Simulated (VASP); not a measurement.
The system is AlGa3N4.

```xyz
8
Lattice="4.4717 0.0000 0.0000 0.0000 4.4717 0.0000 0.0000 0.0000 4.4717" Properties=species:S:1:pos:R:3 pbc="T T T"
Al    0.0000    0.0000    0.0000
Ga    2.2358    2.2358    0.0000
Ga    2.2358    0.0000    2.2358
Ga    0.0000    2.2358    2.2358
N     3.3793    3.3793    1.0924
N     3.3793    1.0924    3.3793
N     1.0924    3.3793    3.3793
N     1.0924    1.0924    1.0924
```

```yaml
Program: VASP 6.6.1
Task: relaxation of cell and atoms
Functional: LDA
Potentials_or_basis: VASP PAW LDA potentials, release 64 (Al, Ga_d, N)
Cutoff: 600 eV
k_mesh: 6 × 6 × 6
Occupations: gaussian, width 0.02 eV
Spin: no spin polarisation
```

At the start: pressure -5.0 GPa; volume 11.18 Å³/atom.

Question: How do energy, volume and symmetry change on relaxing?

Answer: Over 8 steps the energy falls by 4.8 meV/atom and the volume is 10.89 Å³/atom (-2.6 %); space group P-43m (No. 215, to 0.05 Å).

Step by step:
```tsv
step	energy change (eV)	largest force (eV/Å)	pressure (GPa)	volume (Å³)
1	0.0000	0.1484	-5.03	89.42
2	-0.0020	0.0422	5.46	84.95
3	-0.0380	0.0585	0.01	87.11
4	-0.0380	0.0560	0.17	87.07
5	-0.0383	0.0120	0.06	87.09
6	-0.0383	0.0008	0.11	87.09
7	-0.0383	0.0028	-0.17	87.17
8	-0.0383	0.0005	0.01	87.13
```

Final structure:
```
CELL_PARAMETERS angstrom
4.43329 0.00000 0.00000
0.00000 4.43329 0.00000
0.00000 0.00000 4.43329
ATOMIC_POSITIONS crystal
Al 0.00000 0.00000 0.00000
Ga 0.50000 0.50000 0.00000
Ga 0.50000 0.00000 0.50000
Ga 0.00000 0.50000 0.50000
N 0.75496 0.75496 0.24504
N 0.75496 0.24504 0.75496
N 0.24504 0.75496 0.75496
N 0.24504 0.24504 0.24504
```
